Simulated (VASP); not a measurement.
PbS: relaxation of cell and atoms with LDA

PbS:

```
Pb S
1.0
     0.00000    2.96575    2.96575
     2.96575    0.00000    2.96575
     2.96575    2.96575    0.00000
Pb S
1 1
Direct
  0.00000 0.00000 0.00000
  0.50000 0.50000 0.50000
```

```
Program                : VASP 6.6.1
Task                   : relaxation of cell and atoms
Functional             : LDA
Potentials or basis    : VASP PAW LDA potentials, release 64 (Pb_d, S)
Cutoff                 : 500 eV
k mesh                 : 6 × 6 × 6
Occupations            : gaussian, width 0.01 eV
Spin                   : no spin polarisation
Target pressure        : 2 GPa
Dipole correction      : no
Further INCAR settings : ALGO = Normal; EDIFF = 1e-07; IBRION = 2; EDIFFG = -0.03; NSW = 80; ISIF = 3
```

| Property | Result |
| --- | --- |
| Relaxed volume | 24.15 Å³/atom |
| Relaxed cell | a = 4.088 Å, b = 4.088 Å, c = 4.088 Å, α = 60.00°, β = 60.00°, γ = 60.00° |
| Space group after relaxing (to 0.1 Å) | Fm-3m (No. 225) |
| Energy change on relaxing (the run minimises the enthalpy) | -4.9 meV/atom |
| Ionic steps | 3 |
| Pressure after relaxing | 1.8 GPa |
| Band gap on the k mesh | 0.09 eV |

Step by step:
| step | energy change (eV) | largest force (eV/Å) | pressure (GPa) | volume (Å³) |
| --- | --- | --- | --- | --- |
| 1 | 0.0000 | 0.0000 | -2.57 | 52.17 |
| 2 | 0.0199 | 0.0000 | 4.39 | 46.75 |
| 3 | -0.0098 | 0.0000 | 1.84 | 48.29 |

Final structure:
```xyz
2
Lattice="0.0000 2.8903 2.8903 2.8903 0.0000 2.8903 2.8903 2.8903 0.0000" Properties=species:S:1:pos:R:3 pbc="T T T"
Pb    0.0000    0.0000    0.0000
S     2.8903    2.8903    2.8903
```

Levels at points of the mesh, in eV from the valence-band top:
| k point | band 8 | band 9 | band 10 | band 11 | band 12 | band 13 |
| --- | --- | --- | --- | --- | --- | --- |
| (0.00, 0.00, 0.00) | -2.58 | -2.58 | -2.58 | 5.30 | 5.30 | 5.30 |
| (0.50, 0.00, 0.00) | -2.10 | -2.10 | 0.00 | 0.09 | 1.65 | 1.65 |
| (0.50, 0.50, 0.00) | -5.96 | -4.00 | -4.00 | 3.38 | 5.71 | 5.85 |

Run time: 36 s on 1 thread of Intel Xeon 8259CL, on a shared host, peak memory 0.17 GiB.

Caveat: the cell is relaxed towards a set pressure, so the run minimises the enthalpy, not the energy; spin-orbit coupling is left out, which moves the levels of the heavy elements. Zero-point motion and thermal expansion aren't in these numbers.
